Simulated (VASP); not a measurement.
# GaP (F-43m) in VASP: further runs

Aim: see how the results for GaP move with the level of theory and the settings. Levels: r2SCAN, HSE06. Tasks: single point.

Program: VASP 6.6.1. These are calculated values, not measurements. Logs are shortened: lines on timing, memory, paths and dates and some standing lists are left out, and cuts for length are marked.

### Step 1. The cell of the first run

It takes space group F-43m (No. 216, cubic). The conventional cell has a = 5.451 Å, b = 5.451 Å, c = 5.451 Å, α = 90.00°, β = 90.00°, γ = 90.00°. Within 3.1 Å of Ga (site symmetry -43m) lie 4 P at 2.36 Å. Within 3.1 Å of P (site symmetry -43m) lie 4 Ga at 2.36 Å.

### Step 2. Single point, r2SCAN

POSCAR reads:

```
GaP
1.0
    0.0000000000      2.7253000000      2.7253000000
    2.7253000000      0.0000000000      2.7253000000
    2.7253000000      2.7253000000      0.0000000000
Ga P
1 1
Direct
    0.0000000000      0.0000000000      0.0000000000
    0.2500000000      0.2500000000      0.2500000000
```

INCAR.step1 reads:

```
SYSTEM = GaP
PREC = Accurate
ENCUT = 520
ISMEAR = 0
SIGMA = 0.01
LREAL = .False.
LASPH = .True.
NELM = 60
NBANDS = 16
GGA = PE
ALGO = Normal
EDIFF = 1E-4
LWAVE = .True.
LCHARG = .False.
```

INCAR.step2 reads:

```
SYSTEM = GaP
PREC = Accurate
ENCUT = 520
EDIFF = 1E-6
ISMEAR = 0
SIGMA = 0.01
LREAL = .False.
LASPH = .True.
NELM = 60
ALGO = Normal
ISIF = 2
LWAVE = .False.
LCHARG = .False.
METAGGA = R2SCAN
LMIXTAU = .True.
NBANDS = 16
ISTART = 1
```

KPOINTS reads:

```
Automatic mesh
0
Gamma
  4 4 4
  0 0 0
```

Potentials or basis: VASP PAW PBE potentials, release 64 (Ga_d, P).

Command:

```
$ cat potpaw_PBE.64/Ga_d/POTCAR potpaw_PBE.64/P/POTCAR > POTCAR
$ cp INCAR.step1 INCAR
$ mpirun -np 1 vasp_std > vasp.out
$ cp INCAR.step2 INCAR
$ mpirun -np 1 vasp_std > vasp.out
```

OUTCAR:

```text
SYSTEM = GaP
   PREC = Accurate
   ENCUT = 520
   EDIFF = 1E-6
   ISMEAR = 0
   LREAL = .False.
   LASPH = .True.
   NELM = 60
   ISIF = 2
   METAGGA = R2SCAN
   ISTART = 1

 ion  position               nearest neighbor table
   1  0.000  0.000  0.000-   2 2.36   2 2.36   2 2.36   2 2.36
   2  0.250  0.250  0.250-   1 2.36   1 2.36   1 2.36   1 2.36

  LATTYP: Found a face centered cubic cell.
 ALAT       =     5.4506000000

  Lattice vectors:

 A1 = (   0.0000000000,   2.7253000000,   2.7253000000)
 A2 = (   2.7253000000,   0.0000000000,   2.7253000000)
 A3 = (   2.7253000000,   2.7253000000,   0.0000000000)

Analysis of symmetry for initial positions (statically):
=====================================================================
 Subroutine PRICEL returns:
 Original cell was already a primitive cell.

 Routine SETGRP: Setting up the symmetry group for a
 face centered cubic supercell.

 Subroutine GETGRP returns: Found 24 space group operations
 (whereof 24 operations were pure point group operations)
 out of a pool of 48 trial point group operations.

The static configuration has the point symmetry T_d .

Analysis of symmetry for dynamics (positions and initial velocities):
=====================================================================
 Subroutine PRICEL returns:
 Original cell was already a primitive cell.

 Routine SETGRP: Setting up the symmetry group for a
 face centered cubic supercell.

 Subroutine GETGRP returns: Found 24 space group operations
 (whereof 24 operations were pure point group operations)
 out of a pool of 48 trial point group operations.

The dynamic configuration has the point symmetry T_d .

 Subroutine INISYM returns: Found 24 space group operations
 (whereof 24 operations are pure point group operations),
 and found     1 'primitive' translations

----------------------------------------------------------------------------------------

                                     Primitive cell

  volume of cell :      40.4830

  direct lattice vectors                    reciprocal lattice vectors
     0.000000000  2.725300000  2.725300000    -0.183466040  0.183466040  0.183466040
     2.725300000  0.000000000  2.725300000     0.183466040 -0.183466040  0.183466040
     2.725300000  2.725300000  0.000000000     0.183466040  0.183466040 -0.183466040

  length of vectors
     3.854156222  3.854156222  3.854156222     0.317772503  0.317772503  0.317772503

  position of ions in fractional coordinates (direct lattice)
     0.000000000  0.000000000  0.000000000
     0.250000000  0.250000000  0.250000000

  ion indices of the primitive-cell ions
   primitive index   ion index
                 1           1
                 2           2

----------------------------------------------------------------------------------------

 KPOINTS: Automatic mesh

Automatic generation of k-mesh.
 Grid dimensions read from file:
 generate k-points for:    4    4    4

 Generating k-lattice:

  Cartesian coordinates                     Fractional coordinates (reciprocal lattice)
    -0.045866510  0.045866510  0.045866510     0.250000000  0.000000000  0.000000000
     0.045866510 -0.045866510  0.045866510     0.000000000  0.250000000  0.000000000
     0.045866510  0.045866510 -0.045866510     0.000000000  0.000000000  0.250000000

  Length of vectors
     0.079443126  0.079443126  0.079443126

  Shift w.r.t. Gamma in fractional coordinates (k-lattice)
     0.000000000  0.000000000  0.000000000

 Subroutine IBZKPT returns following result:
 ===========================================

 Found      8 irreducible k-points:

 Following reciprocal coordinates:
            Coordinates               Weight
  0.000000  0.000000  0.000000      1.000000
  0.250000  0.000000  0.000000      8.000000
  0.500000  0.000000  0.000000      4.000000
  0.250000  0.250000  0.000000      6.000000
  0.500000  0.250000  0.000000     24.000000
 -0.250000  0.250000  0.000000     12.000000
  0.500000  0.500000  0.000000      3.000000
 -0.250000  0.500000  0.250000      6.000000
   k-points           NKPTS =      8   k-points in BZ     NKDIM =      8   number of bands    NBANDS=     16
   number of dos      NEDOS =    301   number of ions     NIONS =      2
   total plane-waves  NPLWV =  27000
   dimension x,y,z NGX =    30 NGY =   30 NGZ =   30
   dimension x,y,z NGXF=    60 NGYF=   60 NGZF=   60
   ions per type =               1   1
   NGX,Y,Z   is equivalent  to a cutoff of  12.94, 12.94, 12.94 a.u.
   NGXF,Y,Z  is equivalent  to a cutoff of  25.88, 25.88, 25.88 a.u.
 SYSTEM =  GaP
   PREC   = accura    normal or accurate (medium, high low for compatibility)
   ISTART =      1    job   : 0-new  1-cont  2-samecut
   ICHARG =      0    charge: 1-file 2-atom 10-const
   ISPIN  =      1    spin polarized calculation?
   LNONCOLLINEAR =      F non collinear calculations
   LSORBIT =      F    spin-orbit coupling
   LASPH  =      T    aspherical Exc in radial PAW
   ENCUT  =  520.0 eV  38.22 Ry    6.18 a.u.   7.17  7.17  7.17*2*pi/ulx,y,z
   NELM   =     60;   NELMIN=  2; NELMDL=  0     # of ELM steps
   EDIFF  = 0.1E-05   stopping-criterion for ELM
   LREAL  =      F    real-space projection
   EDIFFG = 0.1E-04   stopping-criterion for IOM
   NSW    =      0    number of steps for IOM
   IBRION =     -1    ionic relax: 0-MD 1-quasi-New 2-CG
   NFREE  =      0    steps in history (QN), initial steepest desc. (CG)
   ISIF   =      2    stress and relaxation
   ISYM   =      2    0-nonsym 1-usesym 2-fastsym
   POTIM  = 0.5000    time-step for ionic-motion
   TEBEG  =    0.0;   TEEND  =   0.0 temperature during run
   PSTRESS=    0.0 pullay stress
   NELECT =      18.0000    total number of electrons
   NUPDOWN=      -1.0000    fix difference up-down
   EMIN   =  10.00;   EMAX   =-10.00  energy-range for DOS
   EFERMI =   0.00;   METHOD = LEGACY
   ISMEAR =     0;   SIGMA  =   0.01  broadening in eV -4-tet -1-fermi 0-gaus
   EFERMI_NEDOS =   21; number of points for ismear=-14 and -15
   IALGO  =     38    algorithm
   IMIX   =      4    mixing-type and parameters
     AMIX     =   0.40;   BMIX     =  1.00
     AMIX_MAG =   1.60;   BMIX_MAG =  1.00
  volume/ion in A,a.u.               =      20.24       136.60
  Fermi-wavevector in a.u.,A,eV,Ry     =   1.249515  2.361240 21.242597  1.561287
  Thomas-Fermi vector in A             =   2.383552
   LORBIT       =      0    0 simple, 1 ext, 2 COOP (PROOUT), +10 PAW based schemes
   METAGGA = R2SCAN    functional components
   LHFCALC =     F    Hartree Fock is set to
   AEXX    =    0.0000 exact exchange contribution
   IVDW    =     0    specifies the selected vdW correction
   LEPSILON=     F    determine dielectric tensor
   LRPA    =     F    only Hartree local field effects (RPA)
 non-spin polarized calculation
 Gauss-broadening in eV      SIGMA  =   0.01
  energy-cutoff  :      520.00
  volume of cell :       40.48
 maximum number of plane-waves:      1106
 NGX is ok and might be reduce to    30
   NGX = 15   NGY = 15   NGZ = 15

 number of electron      17.9999989 magnetization

 Free energy of the ion-electron system (eV)
  ---------------------------------------------------
  ext. energy  EPLUGINS =         0.00000000
  ---------------------------------------------------
  free energy    TOTEN  =       -21.33215570 eV

  energy without entropy =      -21.33215570  energy(sigma->0) =      -21.33215570

 E-fermi :   4.5628     XC(G=0): -10.5323

 val. band max:        4.5016536104   @ k =   0.0000   0.0000   0.0000
 cond. band min:       6.3858777123   @ k =   0.5000   0.5000   0.0000
 fundamental gap:      1.8842241019
 Fermi energy:         4.5627621980

 k-point     1 :       0.0000    0.0000    0.0000
  band No.  band energies     occupation
      1     -10.5307      2.00000
      2     -10.5307      2.00000
      3     -10.5307      2.00000
      4     -10.4178      2.00000
      5     -10.4178      2.00000
      6      -8.5224      2.00000
[... 8 lines left out ...]
     15      14.7523      0.00000
     16      14.7523      0.00000

 k-point     2 :       0.2500    0.0000    0.0000
  band No.  band energies     occupation
      1     -10.5803      2.00000
      2     -10.5148      2.00000
      3     -10.5148      2.00000
      4     -10.4165      2.00000
      5     -10.4165      2.00000
      6      -7.7065      2.00000
[... 8 lines left out ...]
     15      13.9488      0.00000
     16      15.0225      0.00000

 k-point     3 :       0.5000    0.0000    0.0000
  band No.  band energies     occupation
      1     -10.6214      2.00000
      2     -10.5034      2.00000
      3     -10.5034      2.00000
      4     -10.4104      2.00000
      5     -10.4104      2.00000
      6      -6.3575      2.00000
[... 8 lines left out ...]
     15      16.8119      0.00000
     16      16.8119      0.00000

 k-point     4 :       0.2500    0.2500    0.0000
  band No.  band energies     occupation
      1     -10.6053      2.00000
      2     -10.4967      2.00000
      3     -10.4967      2.00000
      4     -10.4347      2.00000
      5     -10.4062      2.00000
      6      -7.4322      2.00000
[... 8 lines left out ...]
     15      15.7565      0.00000
     16      17.9219      0.00000

 k-point     5 :       0.5000    0.2500    0.0000
  band No.  band energies     occupation
      1     -10.6339      2.00000
      2     -10.4881      2.00000
      3     -10.4805      2.00000
      4     -10.4333      2.00000
      5     -10.4044      2.00000
      6      -6.0198      2.00000
[... 8 lines left out ...]
     15      16.9109      0.00000
     16      18.5175      0.00000

 k-point     6 :      -0.2500    0.2500    0.0000
  band No.  band energies     occupation
      1     -10.6162      2.00000
      2     -10.4983      2.00000
      3     -10.4947      2.00000
      4     -10.4190      2.00000
      5     -10.4160      2.00000
      6      -6.5514      2.00000
[... 8 lines left out ...]
     15      16.2511      0.00000
     16      18.6188      0.00000

 k-point     7 :       0.5000    0.5000    0.0000
  band No.  band energies     occupation
      1     -10.6592      2.00000
      2     -10.4609      2.00000
      3     -10.4608      2.00000
      4     -10.4552      2.00000
      5     -10.3946      2.00000
      6      -5.4173      2.00000
[... 8 lines left out ...]
     15      17.5186      0.00000
     16      18.1667      0.00000

 k-point     8 :      -0.2500    0.5000    0.2500
  band No.  band energies     occupation
      1     -10.6400      2.00000
      2     -10.4881      2.00000
      3     -10.4658      2.00000
      4     -10.4343      2.00000
      5     -10.4083      2.00000
      6      -5.3219      2.00000
[... 8 lines left out ...]
     15      17.0629      0.00000
     16      19.0229      0.00000

------------------------ aborting loop because EDIFF is reached ----------------------------------------

  FORCE on cell =-STRESS in cart. coord.  units (eV):
  Direction    XX          YY          ZZ          XY          YZ          ZX
  --------------------------------------------------------------------------------------
  -------------------------------------------------------------------------------------
  Total        0.1038235      0.1038235      0.1038235     -0.0000000      0.0000000     -0.0000000
  in kB        4.1089749      4.1089749      4.1089749     -0.0000000      0.0000000     -0.0000000
  external PRESSURE =       4.1089749 kB  Pullay stress =       0.0000000 kB

 VOLUME and BASIS-vectors are now :
 -----------------------------------------------------------------------------
  energy-cutoff  :      520.00
  volume of cell :       40.48
      direct lattice vectors                 reciprocal lattice vectors
     0.000000000  2.725300000  2.725300000    -0.183466040  0.183466040  0.183466040
     2.725300000  0.000000000  2.725300000     0.183466040 -0.183466040  0.183466040
     2.725300000  2.725300000  0.000000000     0.183466040  0.183466040 -0.183466040

 POSITION                                       TOTAL-FORCE (eV/Angst)
 -----------------------------------------------------------------------------------
      0.00000      0.00000      0.00000        -0.000000     -0.000000     -0.000000
      1.36265      1.36265      1.36265         0.000000      0.000000      0.000000
 -----------------------------------------------------------------------------------
    total drift:                                0.000010      0.000010      0.000010

  FREE ENERGIE OF THE ION-ELECTRON SYSTEM (eV)
  ---------------------------------------------------
  free  energy   TOTEN  =       -21.3321557042 eV

  energy  without entropy=      -21.3321557042  energy(sigma->0) =      -21.33215570
```

Wall time 50 s (1 thread of Intel Xeon 8259CL, shared host); peak memory 0.17 GiB.

What came out:

```yaml
Free_energy: -21.3322 eV
Pressure: 0.4 GPa
Band_gap_on_the_k_mesh: 1.88 eV (least direct gap 2.34 eV)
```

Caveat: the k points lie up to 0.50 Å⁻¹ apart; the PAW data sets were made with another functional, which shifts forces and pressure a little. A k mesh can miss the band edges.

### Step 3. Single point, r2SCAN

POSCAR is that of step 2.

INCAR.step1 reads:

```
SYSTEM = GaP
PREC = Accurate ; ENCUT = 520
ISMEAR = 0 ; SIGMA = 0.01
LREAL = .False. ; LASPH = .True.
NELM = 100 ; NBANDS = 16
GGA = PE ; ALGO = Normal
EDIFF = 1E-4 ; LWAVE = .True.
LCHARG = .False.
```

INCAR.step2 reads:

```
SYSTEM = GaP
PREC = Accurate ; ENCUT = 520
EDIFF = 1E-6 ; ISMEAR = 0
SIGMA = 0.01 ; LREAL = .False.
LASPH = .True. ; NELM = 100
ALGO = Normal ; ISIF = 2
LWAVE = .False. ; LCHARG = .False.
METAGGA = R2SCAN ; LMIXTAU = .True.
NBANDS = 16 ; ISTART = 1
```

KPOINTS reads:

```
regular mesh
0
Gamma
  8 8 8
  0 0 0
```

Potentials or basis: VASP PAW PBE potentials, release 64 (Ga_d, P).

Command:

```
$ cat potpaw_PBE.64/Ga_d/POTCAR potpaw_PBE.64/P/POTCAR > POTCAR
$ cp INCAR.step1 INCAR
$ mpirun -np 1 vasp_std > vasp.out
$ cp INCAR.step2 INCAR
$ mpirun -np 1 vasp_std > vasp.out
```

It took 2.5 min on 1 thread of Intel Xeon 8259CL, shared host; peak memory 0.17 GiB.

The run converged. Its results:

- Free energy: -21.4631 eV
- Pressure: 0.0 GPa
- Band gap on the k mesh: 1.90 eV (least direct gap 2.34 eV)

Levels at points of the mesh, in eV from the valence-band top:
| k point | band 7 | band 8 | band 9 | band 10 | band 11 | band 12 |
| --- | --- | --- | --- | --- | --- | --- |
| (0.00, 0.00, 0.00) | 0.00 | 0.00 | 0.00 | 2.34 | 4.19 | 4.19 |
| (0.50, 0.00, 0.00) | -6.84 | -1.17 | -1.17 | 2.04 | 5.06 | 5.06 |
| (0.50, 0.50, 0.00) | -6.96 | -2.80 | -2.80 | 1.91 | 2.10 | 11.35 |

Caveat: the PAW data sets were made with another functional, which shifts forces and pressure a little.

### Step 4. Single point, HSE06

POSCAR is that of step 3.

INCAR.step1 reads:

```
PREC = Accurate ; ENCUT = 520
EDIFF = 1E-5 ; ISMEAR = 0
SIGMA = 0.01 ; LREAL = False
LASPH = True ; NELM = 100
ALGO = Normal ; ISIF = 2
LWAVE = True ; LCHARG = False
NBANDS = 16 ; GGA = PE
```

INCAR.step2 reads:

```
PREC = Accurate ; ENCUT = 520
EDIFF = 1E-6 ; ISMEAR = 0
SIGMA = 0.01 ; LREAL = False
LASPH = True ; NELM = 100
ALGO = Normal ; ISIF = 2
LWAVE = False ; LCHARG = False
GGA = PE ; LHFCALC = True
HFSCREEN = 0.2079 ; PRECFOCK = Normal
NBANDS = 16 ; ISTART = 1
```

KPOINTS reads:

```
regular mesh
0
Gamma
  4 4 4
```

Command:

```
$ cat potpaw_PBE.64/Ga_d/POTCAR potpaw_PBE.64/P/POTCAR > POTCAR
$ cp INCAR.step1 INCAR
$ mpirun -np 1 vasp_std > vasp.out
$ cp INCAR.step2 INCAR
$ mpirun -np 1 vasp_std > vasp.out
```

Wall time 12 min (1 thread of Intel Xeon 8259CL, shared host); peak memory 0.27 GiB.

The run converged. Its results:

| Item | Value |
| --- | --- |
| Free energy | -10.6679 eV |
| Pressure | 1.0 GPa |
| Band gap on the k mesh | 2.31 eV (least direct gap 2.84 eV) |

Levels at points of the mesh, in eV from the valence-band top:
```csv
k point,band 6,band 7,band 8,band 9,band 10,band 11,band 12,band 13
"(0.00, 0.00, 0.00)",-13.76,0.00,0.00,0.00,2.84,4.78,4.78,4.78
"(0.50, 0.00, 0.00)",-11.53,-7.22,-1.21,-1.21,2.54,5.62,5.62,9.27
"(0.50, 0.50, 0.00)",-10.55,-7.32,-2.92,-2.92,2.31,2.59,12.07,12.07
```

Caveat: the k points lie up to 0.50 Å⁻¹ apart; the PAW data sets were made with another functional, which shifts forces and pressure a little.

### Step 5. Overview

```csv
level,k mesh,grid for exact exchange (PRECFOCK),share of exact exchange,screening parameter,gap on the mesh (eV),pressure (GPa)
r2SCAN,4 × 4 × 4,-,-,-,1.88,0.4
r2SCAN,8 × 8 × 8,-,-,-,1.90,0.0
HSE06,4 × 4 × 4,Normal,0.25,0.2079 1/Å,2.31,1.0
```

Alike in all rows: task single point; potentials or basis VASP PAW PBE potentials, release 64 (Ga_d, P); no spin polarisation; cell as given; cutoff (eV) 520; smearing gaussian 0.01 eV.

Caveats: some runs use coarse meshes; the PAW data sets were made with another functional, which shifts forces and pressure a little.

Absolute energies hang on the potentials; compare differences alone.
